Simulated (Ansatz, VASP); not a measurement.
# C in VASP and in Ansatz

```
C
1.0
     0.00000    2.12700    3.29778
     1.22800    0.00000    3.29778
     1.22800    2.12700    0.00000
C
2
Direct
  0.16667 0.83333 0.16667
  0.83333 0.16667 0.83333
```

Change from the starting cell: strain +0.000 along x and y, -0.015 along z, atoms carried along.

Alike in both runs: task single point; functional LDA; k mesh 14 × 14 × 14; occupations gaussian, width 0.05 eV; no spin polarisation.

|  | VASP | Ansatz |
| --- | --- | --- |
| version | VASP 6.6.1 | Ansatz 0.2.0 |
| potentials or method | VASP PAW LDA potentials, release 64 (C), cutoff 520 eV | scalar-relativistic, plane waves, PAW |
| valence electrons in the cell | 8 | 8 |

```csv
,VASP,Ansatz,Ansatz less VASP
gap on the k mesh at the Fermi level (eV),0.25,0.25,+0.001
least direct gap on the mesh (eV),0.33,0.33,+0.003
pressure (GPa),-2.9,-3.7,-0.82
"traceless stress, the component that is largest in VASP (GPa)",3.58,4.51,+0.931
rms of the force components (eV/Å),0.022,0.022,+0.0001
```

LDA's correlation is that of Perdew and Zunger in VASP and of Perdew and Wang (1992) in Ansatz. Atom by atom the forces differ by 0.000 eV/Å (rms over components).
